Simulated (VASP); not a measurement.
Runs of VASP 6.6.1 on NaScTe2. The structure is that of space group P4/mmm (No. 123), or close to it. The cells are those of the table. 

| level | cell | gap on the mesh (eV) | pressure (GPa) |
| --- | --- | --- | --- |
| r2SCAN | a = 4.353, b = 4.353, c = 5.958 Å, 4 atoms | none | -1.3 |
| PBE | a = 4.310, b = 4.310, c = 5.899 Å, 4 atoms | none | (a) |
| r2SCAN | a = 4.266, b = 4.266, c = 5.840 Å, 4 atoms | none | 1.6 |
| r2SCAN | a = 4.394, b = 4.394, c = 6.015 Å, 4 atoms | none | (b) |
| r2SCAN | a = 4.310, b = 4.310, c = 5.899 Å, 4 atoms | none | 0.0 |
| PBE | a = 4.404, b = 4.404, c = 6.044 Å, 4 atoms | none | -2.2 |
| r2SCAN | a = 4.222, b = 4.222, c = 5.779 Å, 4 atoms | none | 3.5 |

Alike in all rows: task single point; potentials or basis VASP PAW PBE potentials, release 64 (Na_pv, Te, Sc_sv); no spin polarisation; k mesh 6 × 6 × 4; cutoff (eV) 520; smearing fermi-dirac 0.02 eV.

Question: Fill in the values left out.

Answer: (a) 0.5; (b) -2.5.

Caveats: spin-orbit coupling is left out, which moves the levels of the heavy elements; the PAW data sets were made with another functional, which shifts forces and pressure a little (some runs).

A k mesh can miss the band edges, and the runs leave out spin-orbit coupling on Te.

A gap of «none» marks levels without a gap at the run's occupations.
